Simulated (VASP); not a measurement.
Crystal: KTmI4.

```xyz
6
Lattice="3.4950 -6.1267 0.0000 3.4950 6.1267 0.0000 0.0000 0.0000 5.7162" Properties=species:S:1:pos:R:3 pbc="T T T"
K     3.4950    0.0000    2.8581
Tm    0.0000    0.0000    0.0000
I     3.4950   -2.0733    0.0000
I     3.4950    2.0733    0.0000
I     1.7475   -3.0633    2.8581
I     1.7475    3.0633    2.8581
```

The cell was generated, and may not be a known phase.

```yaml
Program: VASP 6.6.1
Task: relaxation of cell and atoms
Functional: PBE
Potentials_or_basis: VASP PAW PBE potentials, release 64 (K_sv, Tm_3, I), 4f in core
Cutoff: 500 eV
k_mesh: 2 × 2 × 2
Occupations: gaussian, width 0.15 eV
Spin: no spin polarisation
```

At the start: pressure 0.8 GPa; volume 40.80 Å³/atom.

**Question.** Where does the relaxation end?

**Answer.** Over 12 steps the energy falls by 502.4 meV/atom and the volume is 50.31 Å³/atom (+23.3 %); space group Cmmm (No. 65, to 0.1 Å) before and after.

Step by step:
| step | energy change (eV) | largest force (eV/Å) | pressure (GPa) | volume (Å³) |
| --- | --- | --- | --- | --- |
| 1 | 0.0000 | 0.5403 | 0.84 | 244.80 |
| 2 | -1.1216 | 0.4971 | -0.68 | 251.34 |
| 3 | -2.6971 | 0.5170 | 0.59 | 259.05 |
| 4 | -2.7041 | 0.4589 | 0.39 | 259.06 |
| 5 | -2.8592 | 0.1685 | 0.37 | 266.50 |
| 6 | -2.8665 | 0.3392 | 0.45 | 268.48 |
| 7 | -2.8930 | 0.3657 | -0.14 | 278.31 |
| 8 | -2.8954 | 0.3765 | -0.35 | 282.30 |
| 9 | -2.9156 | 0.3772 | -0.35 | 284.85 |
| 10 | -2.9731 | 0.3111 | -0.27 | 292.45 |
| 11 | -3.0066 | 0.1681 | 0.22 | 307.39 |
| 12 | -3.0143 | 0.0502 | -0.01 | 301.85 |

Final structure:
```
K Tm I
1.0
     2.96501   -5.90580    0.00000
     2.96501    5.90580    0.00000
     0.00000    0.00000    8.61911
K Tm I
1 1 4
Direct
  0.50000 0.50000 0.50000
  0.00000 0.00000 0.00000
  0.64736 0.35263 0.00000
  0.35263 0.64736 0.00000
  0.50000 0.00000 0.50000
  0.00000 0.50000 0.50000
```

Caveat: the k points lie up to 0.59 Å⁻¹ apart in the final cell; the volume moved by over 15 % at a fixed basis, so the end points are rough; the relaxation stopped at a loose force limit of 0.08 eV/Å, so its end isn't a converged minimum.
